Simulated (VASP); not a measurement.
## C: single point with PBE+D3(BJ)

C, a slab with vacuum:

```xyz
2
Lattice="2.4656 0.0000 0.0000 -1.2328 2.1342 0.0000 0.0000 0.0000 26.0000" Properties=species:S:1:pos:R:3 pbc="T T T"
C     1.2328    0.7115   13.0000
C     0.0000    1.4226   13.0000
```

```
Program             : VASP 6.6.1
Task                : single point
Functional          : PBE
Dispersion          : D3(BJ)
Potentials or basis : VASP PAW PBE potentials, release 64 (C)
Cutoff              : 520 eV
k mesh              : 12 × 12 × 1
Occupations         : gaussian, width 0.02 eV
Spin                : no spin polarisation
```

```json
{"Largest force": "0.024 eV/Å", "Band gap on the k mesh": "0.00 eV, direct", "Dispersion energy per atom": "-0.089 eV"}
```

Forces in eV/Å, atoms in the order of the input:
```
C    0.000 -0.024  0.000
C    0.000  0.024  0.000
```

Levels at points of the mesh, in eV from the valence-band top:
| k point | band 2 | band 3 | band 4 | band 5 | band 6 | band 7 |
| --- | --- | --- | --- | --- | --- | --- |
| (0.00, 0.00, 0.00) | -7.62 | -3.05 | -3.04 | 3.26 | 4.03 | 4.28 |
| (0.50, 0.00, 0.00) | -13.25 | -6.42 | -2.36 | 1.68 | 7.39 | 11.11 |
| (0.00, 0.50, 0.00) | -13.24 | -6.43 | -2.36 | 1.68 | 7.37 | 11.12 |

It took 79 s on 1 thread of Intel(R) Xeon(R) 6975P-C (Granite Rapids) (shared host), peak memory 0.26 GiB.
